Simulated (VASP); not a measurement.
Wanted: the native input for a VASP 6.6.1 run.

- Task: single point
- Functional: PBEsol
- Potentials or basis: VASP PAW PBE potentials, release 64 (Sn_d, O)
- Cutoff: 520 eV
- k mesh: 1 × 1 × 1
- Occupations: gaussian, width 0.05 eV
- Spin: no spin polarisation
- Dipole correction: yes
- Further INCAR settings: LREAL = Auto; ALGO = Normal; EDIFF = 1e-06; NBANDS = 115

The structure of Sn4O7 lies in POSCAR:

```
Sn4O7
1.0
    3.2120684225      0.0000000000      0.0000000000
    0.0000000000      6.7443405568      0.0000000000
    0.0000000000      0.0000000000     25.1165108352
Sn O
8 14
Direct
    0.0000000000      0.5000000000      0.2986083556
    0.5000000000      0.0000000000      0.2986083556
    0.0000000000      0.0000000000      0.4328694519
    0.5000000000      0.5000000000      0.4328694519
    0.0000000000      0.5000000000      0.5671305481
    0.5000000000      0.0000000000      0.5671305481
    0.0000000000      0.0000000000      0.7013916444
    0.5000000000      0.5000000000      0.7013916444
    0.5000000000      0.3062765040      0.2986083556
    0.5000000000      0.6937234960      0.2986083556
    0.0000000000      0.0000000000      0.3506274135
    0.0000000000      0.5000000000      0.3808503940
    0.5000000000      0.8062765040      0.4328694519
    0.5000000000      0.1937234960      0.4328694519
    0.0000000000      0.5000000000      0.4848885098
    0.0000000000      0.0000000000      0.5151114902
    0.5000000000      0.3062765040      0.5671305481
    0.5000000000      0.6937234960      0.5671305481
    0.0000000000      0.0000000000      0.6191496060
    0.0000000000      0.5000000000      0.6493725865
    0.5000000000      0.8062765040      0.7013916444
    0.5000000000      0.1937234960      0.7013916444
```

One way to write it, as run:

INCAR

```
SYSTEM = Sn4O7
ALGO     = Normal         ! electronic algorithm
DIPOL    = 0.5 0.5 0.500
EDIFF    = 1E-6           ! SCF threshold, eV
ENCUT    = 520            ! plane-wave cutoff, eV
GGA      = PS             ! functional
IDIPOL   = 3            
ISIF     = 2              ! what is computed and relaxed
ISMEAR   = 0              ! smearing method
LASPH    = .TRUE.         ! aspherical terms in the spheres
LCHARG   = .FALSE.        ! write CHGCAR
LDIPOL   = .TRUE.       
LREAL    = Auto         
LWAVE    = .FALSE.        ! write WAVECAR
NBANDS   = 115            ! bands
NELM     = 80             ! most SCF steps
PREC     = Accurate       ! precision mode
SIGMA    = 0.05           ! smearing width, eV
```

KPOINTS

```
k-points
0
G
  1 1 1
  0 0 0
```

Potentials or basis: VASP PAW PBE potentials, release 64 (Sn_d, O).

The run is started by

```bash
$ cat potpaw_PBE.64/Sn_d/POTCAR potpaw_PBE.64/O/POTCAR > POTCAR
$ mpirun -np 1 vasp_gam > vasp.out
```

It gave:

```
Largest force : 2.555 eV/Å
```

Caveat: the k points lie up to 1.96 Å⁻¹ apart; the PAW data sets were made with another functional, which shifts forces and pressure a little.

Wall time 73 s on 1 thread of Intel(R) Xeon(R) 6975P-C (Granite Rapids) (shared host), peak memory 0.47 GiB.
